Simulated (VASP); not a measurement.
# As (P-1) in VASP: a series of runs, part 3 of 3

VASP 6.6.1. The steps go on from the part before.

## 5. Single point, PBE-based screened hybrid with 25 % exact exchange

The input, POSCAR:

```
As
1.0
    2.7036817400      0.0000000000      0.0000000000
    0.0000000000      2.7036817400      0.0000000000
    0.0000000000      0.0000000000      5.4073634900
As
2
Direct
    0.4174883800      0.4846435100      0.2429717800
    0.5825116200      0.5153564900      0.7570282200
```

The input, INCAR.step1:

```
SYSTEM = As
PREC = Accurate
ENCUT = 520
EDIFF = 1E-5
ISMEAR = -1
SIGMA = 0.05
LREAL = .False.
LASPH = .True.
NELM = 60
ALGO = Normal
ISIF = 2
LWAVE = .True.
LCHARG = .False.
NBANDS = 12
GGA = PE
```

The input, INCAR.step2:

```
SYSTEM = As
PREC = Accurate
ENCUT = 520
EDIFF = 1E-7
ISMEAR = -1
SIGMA = 0.05
LREAL = .False.
LASPH = .True.
NELM = 60
ALGO = Normal
ISIF = 2
LWAVE = .False.
LCHARG = .False.
GGA = PE
LHFCALC = .True.
AEXX = 0.25
HFSCREEN = 0.6
PRECFOCK = Normal
NBANDS = 12
ISTART = 1
```

The input, KPOINTS:

```
Automatic mesh
0
Gamma
  5 5 3
  0 0 0
```

Potentials or basis: VASP PAW PBE potentials, release 64 (As).

Started as:

```console
$ cat potpaw_PBE.64/As/POTCAR > POTCAR
$ cp INCAR.step1 INCAR
$ mpirun -np 1 vasp_std > vasp.out
$ cp INCAR.step2 INCAR
$ mpirun -np 1 vasp_std > vasp.out
```

OUTCAR:

```text
SYSTEM = As
   PREC = Accurate
   ENCUT = 520
   EDIFF = 1E-7
   ISMEAR = -1
   LREAL = .False.
   LASPH = .True.
   NELM = 60
   ISIF = 2
   GGA = PE
   LHFCALC = .True.
   AEXX = 0.25
   HFSCREEN = 0.6
   PRECFOCK = Normal
   ISTART = 1

 ion  position               nearest neighbor table
   1  0.417  0.485  0.243-   2 2.67   2 2.82
   2  0.583  0.515  0.757-   1 2.67   1 2.82

  LATTYP: Found a simple tetragonal cell.
 ALAT       =     2.7036817400
 C/A-ratio  =     2.0000000037

  Lattice vectors:

 A1 = (   2.7036817400,   0.0000000000,   0.0000000000)
 A2 = (   0.0000000000,   2.7036817400,   0.0000000000)
 A3 = (   0.0000000000,   0.0000000000,   5.4073634900)

Analysis of symmetry for initial positions (statically):
=====================================================================
 Subroutine PRICEL returns:
 Original cell was already a primitive cell.

 Routine SETGRP: Setting up the symmetry group for a
 simple tetragonal supercell.

 Subroutine GETGRP returns: Found  2 space group operations
 (whereof  2 operations were pure point group operations)
 out of a pool of 16 trial point group operations.

The static configuration has the point symmetry S_2 .

Analysis of symmetry for dynamics (positions and initial velocities):
=====================================================================
 Subroutine PRICEL returns:
 Original cell was already a primitive cell.

 Routine SETGRP: Setting up the symmetry group for a
 simple tetragonal supercell.

 Subroutine GETGRP returns: Found  2 space group operations
 (whereof  2 operations were pure point group operations)
 out of a pool of 16 trial point group operations.

The dynamic configuration has the point symmetry S_2 .

 Subroutine INISYM returns: Found  2 space group operations
 (whereof  2 operations are pure point group operations),
 and found     1 'primitive' translations

----------------------------------------------------------------------------------------

                                     Primitive cell

  volume of cell :      39.5273

  direct lattice vectors                    reciprocal lattice vectors
     2.703681740  0.000000000  0.000000000     0.369866018  0.000000000  0.000000000
     0.000000000  2.703681740  0.000000000     0.000000000  0.369866018  0.000000000
     0.000000000  0.000000000  5.407363490     0.000000000  0.000000000  0.184933009

  length of vectors
     2.703681740  2.703681740  5.407363490     0.369866018  0.369866018  0.184933009

  position of ions in fractional coordinates (direct lattice)
     0.417488380  0.484643510  0.242971780
     0.582511620  0.515356490  0.757028220

  ion indices of the primitive-cell ions
   primitive index   ion index
                 1           1
                 2           2

----------------------------------------------------------------------------------------

 KPOINTS: Automatic mesh

Automatic generation of k-mesh.
 Grid dimensions read from file:
 generate k-points for:    5    5    3

 Generating k-lattice:

  Cartesian coordinates                     Fractional coordinates (reciprocal lattice)
[... 46 lines left out ...]
   dimension x,y,z NGXF=    40 NGYF=   40 NGZF=   80
   ions per type =               2
   NGX,Y,Z   is equivalent  to a cutoff of  12.30, 12.30, 12.30 a.u.
   NGXF,Y,Z  is equivalent  to a cutoff of  24.60, 24.60, 24.60 a.u.
 SYSTEM =  As
   PREC   = accura    normal or accurate (medium, high low for compatibility)
   ISTART =      1    job   : 0-new  1-cont  2-samecut
   ICHARG =      0    charge: 1-file 2-atom 10-const
   ISPIN  =      1    spin polarized calculation?
   LNONCOLLINEAR =      F non collinear calculations
   LSORBIT =      F    spin-orbit coupling
   LASPH  =      T    aspherical Exc in radial PAW
   ENCUT  =  520.0 eV  38.22 Ry    6.18 a.u.   5.03  5.03 10.05*2*pi/ulx,y,z
   NELM   =     60;   NELMIN=  2; NELMDL=  0     # of ELM steps
   EDIFF  = 0.1E-06   stopping-criterion for ELM
   LREAL  =      F    real-space projection
   EDIFFG = 0.1E-05   stopping-criterion for IOM
   NSW    =      0    number of steps for IOM
   IBRION =     -1    ionic relax: 0-MD 1-quasi-New 2-CG
   NFREE  =      0    steps in history (QN), initial steepest desc. (CG)
   ISIF   =      2    stress and relaxation
   ISYM   =      3    0-nonsym 1-usesym 2-fastsym
   POTIM  = 0.5000    time-step for ionic-motion
   TEBEG  =    0.0;   TEEND  =   0.0 temperature during run
   PSTRESS=    0.0 pullay stress
   NELECT =      10.0000    total number of electrons
   NUPDOWN=      -1.0000    fix difference up-down
   EMIN   =  10.00;   EMAX   =-10.00  energy-range for DOS
   EFERMI =   0.00;   METHOD = LEGACY
   ISMEAR =    -1;   SIGMA  =   0.05  broadening in eV -4-tet -1-fermi 0-gaus
   EFERMI_NEDOS =   21; number of points for ismear=-14 and -15
   IALGO  =     38    algorithm
   IMIX   =      1    mixing-type and parameters
     AMIX     =   0.40;   BMIX     =  1.00
     AMIX_MAG =   1.60;   BMIX_MAG =  1.00
  volume/ion in A,a.u.               =      19.76       133.37
  Fermi-wavevector in a.u.,A,eV,Ry     =   1.035403  1.956627 14.586243  1.072059
  Thomas-Fermi vector in A             =   2.169744
   LORBIT       =      0    0 simple, 1 ext, 2 COOP (PROOUT), +10 PAW based schemes
   GGA     = PE    functional components
   LHFCALC =     T    Hartree Fock is set to
   PRECFOCK=normal    Normal, Fast or Accurate (Low or Medium for compatibility)
   ENCUT4O =  -1.0   cutoff for four orbital integrals eV
   NKREDX  =     1    reduce k-point grid by
   NKREDY  =     1    reduce k-point grid by
   NKREDZ  =     1    reduce k-point grid by
   AEXX    =    0.2500 exact exchange contribution
   HFSCREEN=    0.6000 screening length (either q_TF or 0.3 A-1)
   HFSCREENC=   0.6000 screening length for correlation (either q_TF or 0.3 A-1)
   ENCUTFOCK=  -1.0 apply spherical cutoff to Coloumb kernel
   IVDW    =     0    specifies the selected vdW correction
   LEPSILON=     F    determine dielectric tensor
   LRPA    =     F    only Hartree local field effects (RPA)
 non-spin polarized calculation
  energy-cutoff  :      520.00
  volume of cell :       39.53
 maximum number of plane-waves:      1075
  NGX = 16; NGY = 16; NGZ = 32

 number of electron       9.9999997 magnetization

 Free energy of the ion-electron system (eV)
  ---------------------------------------------------
  ext. energy  EPLUGINS =         0.00000000
  ---------------------------------------------------
  free energy    TOTEN  =        -9.58850290 eV

  energy without entropy =       -9.57616436  energy(sigma->0) =       -9.58233363

 E-fermi :   6.1587     XC(G=0):  -9.2099

 val. band max:        6.1124373437   @ k =   0.2000  -0.2000   0.3333
 cond. band min:       6.1770170443   @ k =   0.2000   0.0000   0.3333
 fundamental gap:      0.0645797006
 Fermi energy:         6.1587256719

 k-point     1 :       0.0000    0.0000    0.0000
  band No.  band energies     occupation
      1     -10.0214      2.00000
      2      -6.6777      2.00000
      3      -1.3336      2.00000
      4      10.1098      0.00000
      5      10.2729      0.00000
      6      10.6191      0.00000
      7      11.6862      0.00000
      8      12.5979      0.00000
      9      14.5784      0.00000
     10      15.3348      0.00000
     11      16.9771      0.00000
     12      17.2875      0.00000
[... 331 lines left out ...]
 k-point    24 :      -0.2000    0.2000    0.3333
  band No.  band energies     occupation
      1      -7.9289      2.00000
      2      -6.3792      2.00000
      3       2.4868      2.00000
      4       5.7910      1.99872
      5       6.0162      1.89069
      6       7.0859      0.00000
      7       7.5519      0.00000
      8       7.9689      0.00000
      9      16.4886      0.00000
     10      17.2272      0.00000
     11      19.5175      0.00000
     12      20.7043      0.00000

 [... further k-points ...]

------------------------ aborting loop because EDIFF is reached ----------------------------------------

  FORCE on cell =-STRESS in cart. coord.  units (eV):
  Direction    XX          YY          ZZ          XY          YZ          ZX
  --------------------------------------------------------------------------------------
  -------------------------------------------------------------------------------------
  Total        1.0429788      0.5230585     -1.6083803      0.0477901      0.0210737      0.1615752
  in kB       42.2755598     21.2013820    -65.1932504      1.9370971      0.8541896      6.5492039
  external PRESSURE =      -0.5721028 kB  Pullay stress =       0.0000000 kB

 VOLUME and BASIS-vectors are now :
 -----------------------------------------------------------------------------
  energy-cutoff  :      520.00
  volume of cell :       39.53
      direct lattice vectors                 reciprocal lattice vectors
     2.703681740  0.000000000  0.000000000     0.369866018  0.000000000  0.000000000
     0.000000000  2.703681740  0.000000000     0.000000000  0.369866018  0.000000000
     0.000000000  0.000000000  5.407363490     0.000000000  0.000000000  0.184933009

 POSITION                                       TOTAL-FORCE (eV/Angst)
 -----------------------------------------------------------------------------------
      1.12876      1.31032      1.31384         0.239205      0.044366     -0.164819
      1.57493      1.39336      4.09353        -0.239205     -0.044366      0.164819
 -----------------------------------------------------------------------------------
    total drift:                                0.000000     -0.000000      0.000000

  FREE ENERGIE OF THE ION-ELECTRON SYSTEM (eV)
  ---------------------------------------------------
  free  energy   TOTEN  =        -9.5885029038 eV

  energy  without entropy=       -9.5761643622  energy(sigma->0) =       -9.58233363
```

It took 19 min on 1 thread of Intel Xeon 8259CL, shared host; peak memory 0.26 GiB.

Results:

```
Free energy            : -9.5885 eV
Pressure               : -0.1 GPa
Largest force          : 0.294 eV/Å
Band gap on the k mesh : zero (bands 5 and 6 overlap by 6.87 eV)
```

Forces in eV/Å, atoms in the order of the input:
```
As   0.239  0.044 -0.165
As  -0.239 -0.044  0.165
```

Caveat: the k points lie up to 0.46 Å⁻¹ apart, too coarse for converged energies and pressures of a metal; the PAW data sets were made with another functional, which shifts forces and pressure a little.

## 6. Summary

```tsv
screening parameter	gap on the mesh (eV)	pressure (GPa)	largest force (eV/Å)
0.15 1/Å	none	-2.5	0.32
0.3 1/Å	none	-1.5	0.32
0.4 1/Å	none	-1.0	0.31
0.6 1/Å	none	-0.1	0.29
```

Alike in all rows: task single point; level PBE-based screened hybrid with 25 % exact exchange; potentials or basis VASP PAW PBE potentials, release 64 (As); no spin polarisation; cell as given; k mesh 5 × 5 × 3; cutoff (eV) 520; smearing fermi-dirac 0.05 eV.

Caveats: all runs use coarse meshes; the PAW data sets were made with another functional, which shifts forces and pressure a little.

Absolute energies hang on the potentials; compare differences alone.
